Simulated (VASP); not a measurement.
Here is a VASP 6.6.1 calculation.

File INCAR:

```
PREC = Accurate
ENCUT = 600
EDIFF = 1E-8
ISMEAR = -1
SIGMA = 0.05
LREAL = False
LASPH = True
NELM = 100
ALGO = Fast
ISIF = 3
LWAVE = False
LCHARG = False
GGA = PE
IBRION = 6
NFREE = 2
POTIM = 0.015
NSW = 1
```

The input KPOINTS:

```
Automatic mesh
0
Gamma
  7 7 7
```

The input POSCAR:

```
Pb
1.0
    0.0000000000      2.4750200000      2.4750200000
    2.4750200000      0.0000000000      2.4750200000
    2.4750200000      2.4750200000      0.0000000000
Pb
1
Direct
    0.0000000000      0.0000000000      0.0000000000
```

Potentials or basis: VASP PAW PBE potentials, release 64 (Pb_d).

Command:

```console
$ cat potpaw_PBE.64/Pb_d/POTCAR > POTCAR
$ mpirun -np 1 vasp_std > vasp.out
```

Estimate the elastic constants C11, C12, C44.

65, 44, 31 GPa.

Estimate the Voigt bulk modulus.

51 GPa.

Elastic tensor in Voigt notation (GPa, in the Cartesian axes of the cell as first typed):
```
65 44 44  0  0  0
44 65 44  0  0  0
44 44 65  0  0  0
 0  0  0 31  0  0
 0  0  0  0 31  0
 0  0  0  0  0 31
```

Caveat: the cell is under stress, which shifts elastic constants.
